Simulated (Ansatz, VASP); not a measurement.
WS2 in VASP and in Ansatz

Contents of INCAR:

```
SYSTEM = WS2
ALGO = Normal
EDIFF = 1E-7
ENCUT = 520
GGA = PS
ISIF = 2
ISMEAR = 0
LASPH = .True.
LCHARG = .False.
LREAL = .False.
LWAVE = .False.
NBANDS = 20
NELM = 80
PREC = Accurate
SIGMA = 0.05
```

KPOINTS

```
k-points
0
Gamma
  12 12 12
  0 0 0
```

File POSCAR:

```
WS2
1.0
    1.5316303727      0.8842872080      6.3482299000
   -1.5316303727      0.8842872080      6.3482299000
    0.0000000000     -1.7685744160      6.3482299000
W S
1 2
Direct
    0.0000000000      0.0000000000      0.0000000000
    0.7503000000      0.7503000000      0.7503000000
    0.5810000000      0.5810000000      0.5810000000
```

Input for Ansatz:

```yaml
crystal:
  lattice:
    - [1.5316303727, 0.884287208, 6.3482299]
    - [-1.5316303727, 0.884287208, 6.3482299]
    - [0.0, -1.768574416, 6.3482299]
  atoms:
    - { symbol: W, position: [0.0, 0.0, 0.0] }
    - { symbol: S, position: [0.7503, 0.7503, 0.7503] }
    - { symbol: S, position: [0.581, 0.581, 0.581] }
basis:
  ecutwfc: 420
kpoints:
  mp_grid: { grid: [12, 12, 12] }
hamiltonian:
  xc: pbesol
scf:
  occupations: { method: gaussian, width: 0.05 }
output:
  forces: true
  stress: true
  eigenvalues: true
  write_density: true
  write_potential: true
  elf: true
  volumetric_format: npy
```

Change from the starting cell: strain -0.030 along x and y, +0.030 along z, atoms carried along.

Alike in both runs: task single point; functional PBEsol; k mesh 12 × 12 × 12; occupations gaussian, width 0.05 eV; no spin polarisation.

```csv
,VASP,Ansatz
version,VASP 6.6.1,Ansatz 0.2.0
potentials or method,"VASP PAW PBE potentials, release 64 (W_sv, S), cutoff 520 eV","scalar-relativistic, plane waves, PAW"
valence electrons in the cell,26,26
```

Ansatz gave:

- gap on the k mesh at the Fermi level (eV): 1.16
- least direct gap on the mesh (eV): 2.33
- pressure (GPa): 4.4
- traceless stress, the component that is largest in VASP (GPa): -6.79
- rms of the force components (eV/Å): 0.294

**Question.** Which values does VASP return?

**Answer.** gap on the k mesh at the Fermi level (eV): 1.18; least direct gap on the mesh (eV): 2.34; pressure (GPa): 4.6; traceless stress, the component that is largest in VASP (GPa): -6.78; rms of the force components (eV/Å): 0.290.

VASP's potentials were made for PBE, not for PBEsol. Atom by atom the forces differ by 0.010 eV/Å (rms over components). The functional is the same, so the differences come from potentials, cutoffs and numerics.

Neither program's run includes spin-orbit coupling.
